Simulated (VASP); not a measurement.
Here is a VASP 6.6.1 calculation.

INCAR

```
SYSTEM = WSe2
ALGO     = Normal         ! electronic algorithm
EDIFF    = 1E-6           ! SCF threshold, eV
ENCUT    = 520            ! plane-wave cutoff, eV
GGA      = PS             ! functional
ISIF     = 2              ! what is computed and relaxed
ISMEAR   = 0              ! smearing method
LASPH    = .True.         ! aspherical terms in the spheres
LCHARG   = .True.         ! write CHGCAR
LELF     = .True.         ! ELF
LREAL    = .False.        ! projectors in reciprocal space
LVHAR    = .True.       
LWAVE    = .False.        ! write WAVECAR
NBANDS   = 35             ! bands
NELM     = 80             ! most SCF steps
PREC     = Accurate       ! precision mode
SIGMA    = 0.02           ! smearing width, eV
```

The input KPOINTS:

```
k-points
0
Gamma
  12 12 2
  0 0 0
```

File POSCAR:

```
WSe2
1.0
    3.1729629953      0.0000000000      0.0000000000
   -1.5864814977      2.7478665592      0.0000000000
    0.0000000000      0.0000000000     12.8269610211
W Se
2 4
Direct
    0.6666666667      0.3333333333      0.7500000000
    0.3333333333      0.6666666667      0.2500000000
    0.3333333333      0.6666666667      0.8831999829
    0.6666666667      0.3333333333      0.3831999829
    0.3333333333      0.6666666667      0.6168000171
    0.6666666667      0.3333333333      0.1168000171
```

Potentials or basis: VASP PAW PBE potentials, release 64 (W_sv, Se).

Launch:

```sh
$ cat potpaw_PBE.64/W_sv/POTCAR potpaw_PBE.64/Se/POTCAR > POTCAR
$ mpirun -np 1 vasp_std > vasp.out
```

What does it give for the pressure?

7.0 GPa.

Predict the largest force.

0.064 eV/Å.

What does it give for the band gap on the k mesh?

0.88 eV (least direct gap 1.64 eV).

Forces on the atoms (eV/Å):
```
W    0.000  0.000  0.000
W    0.000  0.000  0.000
Se   0.000  0.000  0.064
Se   0.000  0.000  0.064
Se   0.000  0.000 -0.064
Se   0.000  0.000 -0.064
```

Caveat: the cell stands under pressure; the PAW data sets were made with another functional, which shifts forces and pressure a little; spin-orbit coupling is left out, which moves the levels of the heavy elements; this functional lacks dispersion, which binds the layers, so the pressure and a relaxed spacing across them are unreliable. A k mesh can miss the band edges.
